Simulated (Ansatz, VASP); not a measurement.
# Cu: VASP beside Ansatz

```
CELL_PARAMETERS angstrom
-1.48090 1.48090 1.29080
1.48090 -1.48090 1.29080
1.48090 1.48090 -1.29080
ATOMIC_POSITIONS crystal
Cu 0.00000 0.00000 0.00000
```

Alike in both runs: task single point; functional LDA; k mesh 22 × 22 × 22; occupations gaussian, width 0.15 eV; no spin polarisation.

|  | VASP | Ansatz |
| --- | --- | --- |
| version | VASP 6.6.1 | Ansatz 0.2.0 |
| potentials or method | VASP PAW LDA potentials, release 64 (Cu), cutoff 520 eV | scalar-relativistic, plane waves, PAW |
| valence electrons in the cell | 11 | 19 |

Ansatz gave:

| Item | Value |
| --- | --- |
| gap on the k mesh at the Fermi level (eV) | none |
| pressure (GPa) | -5.6 |
| traceless stress, the component that is largest in VASP (GPa) | 1.43 |

**Question.** Estimate VASP's values.

**Answer.** gap on the k mesh at the Fermi level (eV): none; pressure (GPa): -4.7; traceless stress, the component that is largest in VASP (GPa): 1.49.

Ansatz warns that its potentials were made for another functional, while VASP's fit it. LDA's correlation is that of Perdew and Zunger in VASP and of Perdew and Wang (1992) in Ansatz. A gap of «none» marks a metal or a gap that the smearing closes. VASP's potentials hold 11 valence electrons a cell and Ansatz's 19, so a difference there can come from the potentials and not from the codes.
